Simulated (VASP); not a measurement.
Crystal: HgTe (Coloradoite).

```
CELL_PARAMETERS angstrom
0.00000 3.14888 3.14888
3.14888 0.00000 3.14888
3.14888 3.14888 0.00000
ATOMIC_POSITIONS crystal
Hg 0.00000 0.00000 0.00000
Te 0.75000 0.75000 0.75000
```

Base run:

```yaml
Program: VASP 6.6.1
Functional: PBE
Dispersion: D3(BJ)
Potentials_or_basis: VASP PAW PBE potentials, release 64 (Hg, Te)
Cutoff: 520 eV
k_mesh: 7 × 7 × 7
Occupations: fermi-dirac, width 0.05 eV
Spin: no spin polarisation
```

Its results: band gap on the k mesh zero (filled and empty bands touch); pressure 6.4 GPa.

Question: The run is repeated on the same cell with these changes: functional from PBE to BLYP. What comes out?

Answer: Band gap on the k mesh zero (filled and empty bands touch); pressure 7.2 GPa.

BLYP binds less tightly than PBE, so the same cell stands under more pressure.

Caveats: spin-orbit coupling is left out, which moves the levels of the heavy elements; pairwise dispersion overbinds metals, which lowers pressure and volume; the PAW data sets were made with another functional, which shifts forces and pressure a little (some runs).
